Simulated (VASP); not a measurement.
# B3C2Br (P-3m1) in VASP: notebook, part 2 of 2

VASP 6.6.1. The steps go on from the part before.

## (4) Relaxation of cell and atoms, PBE

This run uses another cell than the first one, of 11.82 Å³/atom.

The input, INCAR:

```
PREC = Accurate
ENCUT = 600
EDIFF = 1E-6
ISMEAR = 0
SIGMA = 0.1
LREAL = False
LASPH = True
NELM = 80
ALGO = Fast
ISIF = 3
LWAVE = False
LCHARG = False
GGA = PE
IBRION = 2
NSW = 100
EDIFFG = -0.01
```

The input, KPOINTS:

```
regular mesh
0
Gamma
  18 18 4
```

The input, POSCAR:

```
B3C2Br
1.0
    2.7360057003      0.0000000000      0.0000000000
   -1.3680028501      2.3694504413      0.0000000000
    0.0000000000      0.0000000000     10.9424724781
B C Br
3 2 1
Direct
    0.6666666667      0.3333333333      0.3585667477
    0.3333333333      0.6666666667      0.6414332523
    0.0000000000      0.0000000000      0.5000000000
    0.6666666667      0.3333333333      0.6367468666
    0.3333333333      0.6666666667      0.3632531334
    0.0000000000      0.0000000000      0.0000000000
```

Potentials or basis: VASP PAW PBE potentials, release 64 (B, C, Br).

Launch:

```bash
cat potpaw_PBE.64/B/POTCAR potpaw_PBE.64/C/POTCAR potpaw_PBE.64/Br/POTCAR > POTCAR
mpirun -np 1 vasp_std > vasp.out
```

OUTCAR:

```text
PREC = Accurate
   ENCUT = 600
   EDIFF = 1E-6
   ISMEAR = 0
   LREAL = False
   LASPH = True
   NELM = 80
   ISIF = 3
   GGA = PE
   IBRION = 2
   NSW = 100
   EDIFFG = -0.01

 ion  position               nearest neighbor table
   1  0.667  0.333  0.359-   5 1.58   5 1.58   5 1.58
   2  0.333  0.667  0.641-   4 1.58   4 1.58   4 1.58
   3  0.000  0.000  0.500-
   4  0.667  0.333  0.637-   2 1.58   2 1.58   2 1.58
   5  0.333  0.667  0.363-   1 1.58   1 1.58   1 1.58
   6  0.000  0.000  0.000-

  LATTYP: Found a hexagonal cell.
 ALAT       =     2.7360057003
 C/A-ratio  =     3.9994333626

  Lattice vectors:

 A1 = (   2.7360057003,   0.0000000000,   0.0000000000)
 A2 = (  -1.3680028501,   2.3694504413,   0.0000000000)
 A3 = (   0.0000000000,   0.0000000000,  10.9424724781)

Analysis of symmetry for initial positions (statically):
=====================================================================
 Subroutine PRICEL returns:
 Original cell was already a primitive cell.

 Routine SETGRP: Setting up the symmetry group for a
 hexagonal supercell.

 Subroutine GETGRP returns: Found 12 space group operations
 (whereof 12 operations were pure point group operations)
 out of a pool of 24 trial point group operations.

The static configuration has the point symmetry D_3d.

Analysis of symmetry for dynamics (positions and initial velocities):
=====================================================================
 Subroutine PRICEL returns:
 Original cell was already a primitive cell.

 Routine SETGRP: Setting up the symmetry group for a
 hexagonal supercell.

[... 154 lines left out ...]

 number of electron      24.0000002 magnetization

 Free energy of the ion-electron system (eV)
  ---------------------------------------------------
  ext. energy  EPLUGINS =         0.00000000
  ---------------------------------------------------
  free energy    TOTEN  =       -35.13012219 eV

  energy without entropy =      -35.12130262  energy(sigma->0) =      -35.12571241

------------------------ aborting loop because EDIFF is reached ----------------------------------------

  FORCE on cell =-STRESS in cart. coord.  units (eV):
  Direction    XX          YY          ZZ          XY          YZ          ZX
  --------------------------------------------------------------------------------------
  -------------------------------------------------------------------------------------
  Total        0.3633541      0.3633541      0.0236803      0.0000000     -0.0000000     -0.0000000
  in kB        8.2065497      8.2065497      0.5348317      0.0000000     -0.0000000     -0.0000000
  external PRESSURE =       5.6493103 kB  Pullay stress =       0.0000000 kB
[... 101 lines left out ...]
  FREE ENERGIE OF THE ION-ELECTRON SYSTEM (eV)
  ---------------------------------------------------
  free  energy   TOTEN  =       -35.1306862209 eV

  energy  without entropy=      -35.1217117954  energy(sigma->0) =      -35.12619901

[... ionic steps 4 to 20 ...]

--------------------------------------- Ionic step       21  -------------------------------------------

 number of electron      24.0000000 magnetization

------------------------ aborting loop because EDIFF is reached ----------------------------------------
[... 75 lines left out ...]
--------------------------------------- Ionic step       23  -------------------------------------------

 number of electron      24.0000000 magnetization

 Free energy of the ion-electron system (eV)
  ---------------------------------------------------
  ext. energy  EPLUGINS =         0.00000000
  ---------------------------------------------------
  free energy    TOTEN  =       -35.13199471 eV

  energy without entropy =      -35.12309333  energy(sigma->0) =      -35.12754402

 E-fermi :   3.6297     XC(G=0):  -9.6063

 val. band max:        3.6290385319   @ k =   0.3889   0.2222   0.5000
 cond. band min:       3.6302800441   @ k =   0.3333   0.0000   0.5000
 fundamental gap:      0.0012415122
 Fermi energy:         3.6297382611

 k-point     1 :       0.0000    0.0000    0.0000
  band No.  band energies     occupation
      1     -14.3685      2.00000
      2     -13.5744      2.00000
      3     -11.9503      2.00000
      4      -5.2394      2.00000
      5      -2.0143      2.00000
      6      -1.2107      2.00000
[... 433 lines left out ...]
      3      -8.5359      2.00000
      4      -6.3150      2.00000
      5      -5.5305      2.00000
      6      -3.4990      2.00000
[... 8 lines left out ...]
     15       6.1201      0.00000
     16       8.4010      0.00000

 [... further k-points ...]

------------------------ aborting loop because EDIFF is reached ----------------------------------------

  FORCE on cell =-STRESS in cart. coord.  units (eV):
  Direction    XX          YY          ZZ          XY          YZ          ZX
  --------------------------------------------------------------------------------------
  -------------------------------------------------------------------------------------
  Total        0.0295239      0.0295239      0.0288227      0.0000000      0.0000000     -0.0000000
  in kB        0.6470095      0.6470095      0.6316436      0.0000000      0.0000000     -0.0000000
  external PRESSURE =       0.6418875 kB  Pullay stress =       0.0000000 kB
[... 21 lines left out ...]
  FREE ENERGIE OF THE ION-ELECTRON SYSTEM (eV)
  ---------------------------------------------------
  free  energy   TOTEN  =       -35.1319947126 eV

  energy  without entropy=      -35.1230933329  energy(sigma->0) =      -35.12754402

 reached required accuracy - stopping structural energy minimisation
```

It took 44 min on 1 thread of Oxide Virtual Turin-like, shared host; peak memory 0.35 GiB.

Results:

```yaml
Free_energy: -35.1320 eV
Relaxed_volume: 12.18 Å³/atom
Relaxed_cell: a = 2.739 Å, b = 2.739 Å, c = 11.249 Å, α = 90.00°, β = 90.00°, γ = 120.00°
Space_group_after_relaxing_to_0.1_Å: P-3m1 (No. 164)
Energy_gained_by_relaxing: 0.3 meV/atom
Ionic_steps: 23
Pressure_after_relaxing: 0.1 GPa
Largest_force_after_relaxing: 0.009 eV/Å
Band_gap_on_the_k_mesh: zero (bands 12 and 13 overlap by 3.42 eV)
```

Forces on the atoms (eV/Å):
```
B    0.000  0.000 -0.009
B    0.000  0.000  0.009
B    0.000  0.000  0.000
C    0.000  0.000 -0.008
C    0.000  0.000  0.008
Br   0.000  0.000  0.000
```

Step by step:
| step | energy change (eV) | largest force (eV/Å) | pressure (GPa) | volume (Å³) |
| --- | --- | --- | --- | --- |
| 1 | 0.0000 | 0.0366 | 0.56 | 70.94 |
| 2 | 0.0000 | 0.0078 | -0.54 | 71.37 |
| 3 | -0.0006 | 0.0227 | 0.01 | 71.15 |
| 4 | -0.0006 | 0.0219 | 0.00 | 71.16 |
| 5 | -0.0006 | 0.0148 | 0.01 | 71.17 |
| 6 | -0.0006 | 0.0201 | 0.02 | 71.20 |
| 7 | -0.0007 | 0.0207 | 0.04 | 71.23 |
| 8 | -0.0008 | 0.0235 | 0.11 | 71.33 |
| 9 | -0.0009 | 0.0287 | 0.23 | 71.52 |
| 10 | -0.0010 | 0.0285 | 0.22 | 71.54 |
| 11 | -0.0010 | 0.0276 | 0.19 | 71.59 |
| 12 | -0.0011 | 0.0256 | 0.12 | 71.69 |
| 13 | -0.0013 | 0.0220 | -0.03 | 71.89 |
| 14 | -0.0013 | 0.0187 | -0.31 | 72.29 |
| 15 | -0.0013 | 0.0173 | -0.18 | 72.11 |
| 16 | -0.0014 | 0.0149 | -0.17 | 72.18 |
| 17 | -0.0015 | 0.0101 | -0.17 | 72.38 |
| 18 | -0.0017 | 0.0105 | -0.16 | 72.79 |
| 19 | -0.0016 | 0.0460 | -0.14 | 73.59 |
| 20 | -0.0017 | 0.0234 | -0.14 | 73.07 |
| 21 | -0.0018 | 0.0174 | 0.05 | 73.07 |
| 22 | -0.0018 | 0.0163 | 0.08 | 73.07 |
| 23 | -0.0019 | 0.0087 | 0.06 | 73.11 |

Final structure:
```cif
data_structure
_symmetry_space_group_name_H-M 'P 1'
_symmetry_Int_Tables_number 1
_cell_length_a 2.7395
_cell_length_b 2.7395
_cell_length_c 11.2490
_cell_angle_alpha 90.000
_cell_angle_beta 90.000
_cell_angle_gamma 120.000
_cell_volume 73.11
loop_
_atom_site_label
_atom_site_type_symbol
_atom_site_fract_x
_atom_site_fract_y
_atom_site_fract_z
_atom_site_occupancy
B1 B 0.66667 0.33333 0.36247 1
B2 B 0.33333 0.66667 0.63753 1
B3 B 0.00000 0.00000 0.50000 1
C1 C 0.66667 0.33333 0.63281 1
C2 C 0.33333 0.66667 0.36719 1
Br1 Br 0.00000 0.00000 0.00000 1
```

Caveat: this functional lacks dispersion, which binds layers or chains, so the pressure and a relaxed spacing across them are unreliable.

## (5) Overview

| task | spin | cell | k mesh | cutoff (eV) | gap on the mesh (eV) | pressure (GPa) | largest force (eV/Å) |
| --- | --- | --- | --- | --- | --- | --- | --- |
| single point | off | a = 2.740, b = 2.740, c = 11.554 Å, angles 90.0, 90.0, 120.0°, 6 atoms, atomic positions A | 18 × 18 × 4 | 520 | none | 0.1 | - |
| single point | collinear | a = 4.113, b = 4.113, c = 6.603 Å, angles 90.0, 90.0, 120.0°, 6 atoms, atomic positions B | 6 × 6 × 4 | 520 | none | -22.2 | 1.26 |
| relaxation of cell and atoms | off | relaxed from a = 2.736, b = 2.736, c = 10.942 Å, angles 90.0, 90.0, 120.0°, 6 atoms, atomic positions C | 18 × 18 × 4 | 600 | none | 0.1 | 0.01 |

Alike in all rows: level PBE; potentials or basis VASP PAW PBE potentials, release 64 (B, C, Br); smearing gaussian 0.1 eV.

Caveats: this functional lacks dispersion, which binds layers or chains, so the pressure and a relaxed spacing across them are unreliable (at least some runs); the stress differs along the axes, from -28 to -11 GPa (at least some runs); forces of over 1 eV/Å act on the atoms, so gaps and moduli don't describe the material at rest (at least some runs).

Absolute energies hang on the potentials; compare differences alone.

The gap in the log of VASP goes by the Fermi energy; the results here count the filled bands.